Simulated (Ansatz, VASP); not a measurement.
Two plane-wave programs on C

The input INCAR:

```
SYSTEM = C
PREC = Accurate ; ENCUT = 520
EDIFF = 1E-7 ; ISMEAR = 0
SIGMA = 0.15 ; LREAL = .FALSE.
LASPH = .TRUE. ; NELM = 100
ALGO = Normal ; ISIF = 2
LWAVE = .FALSE. ; LCHARG = .FALSE.
GGA = PE ; IVDW = 12
NBANDS = 16
```

The input KPOINTS:

```
regular mesh
0
G
  18 12 10
  0 0 0
```

File POSCAR:

```
C
1.0
   -2.4646600698      0.0000000000      0.0000000000
    0.0000000000      0.0000000000     -3.5719696368
    0.0000000000     -4.2689164642      0.0000000000
C
4
Direct
    0.5000000000      0.0000000000      0.1666666667
    0.0000000000      0.0000000000      0.6441785246
    0.0000000000      0.0000000000      0.3333333333
    0.5000000000      0.0000000000      0.8558214754
```

Input for Ansatz:

```yaml
crystal:
  lattice:
    - [-2.4646600698, 0.0, 0.0]
    - [0.0, 0.0, -3.5719696368]
    - [0.0, -4.2689164642, 0.0]
  atoms:
    - { symbol: C, position: [0.5, 0.0, 0.1666666667] }
    - { symbol: C, position: [0.0, 0.0, 0.6441785246] }
    - { symbol: C, position: [0.0, 0.0, 0.3333333333] }
    - { symbol: C, position: [0.5, 0.0, 0.8558214754] }
basis:
  ecutwfc: 520.0
kpoints:
  mp_grid: { grid: [18, 12, 10] }
hamiltonian:
  xc: pbe
  pseudopotentials: { kind: paw, azcp: { folder: soft_1 } }
  dispersion: d3bj
scf:
  occupations: { method: gaussian, width: 0.15 }
output:
  forces: true
  stress: true
  eigenvalues: true
  write_density: true
  write_potential: true
  elf: true
  volumetric_format: npy
```

Change from the starting cell: mode 8 frozen in at -0.048 Å and mode 12 at +0.048 Å (largest displacements).

Alike in both runs: task single point; functional PBE; dispersion D3(BJ); k mesh 18 × 12 × 10; occupations gaussian, width 0.15 eV; no spin polarisation.

```csv
,VASP,Ansatz
version,VASP 6.6.1,Ansatz 0.2.0
potentials or method,"VASP PAW PBE potentials, release 64 (C), cutoff 520 eV","scalar-relativistic, plane waves, PAW"
valence electrons in the cell,16,16
```

Ansatz gave:

```
gap on the k mesh at the Fermi level (eV)                     : none
pressure (GPa)                                                : 6.1
traceless stress, the component that is largest in VASP (GPa) : 11.81
rms of the force components (eV/Å)                            : 3.774
```

**Question.** What did VASP give for the same quantities?

**Answer.** gap on the k mesh at the Fermi level (eV): none; pressure (GPa): 6.4; traceless stress, the component that is largest in VASP (GPa): 12.17; rms of the force components (eV/Å): 3.784.

Atom by atom the forces differ by 0.009 eV/Å (rms over components). A gap of «none» marks a metal or a gap that the smearing closes.
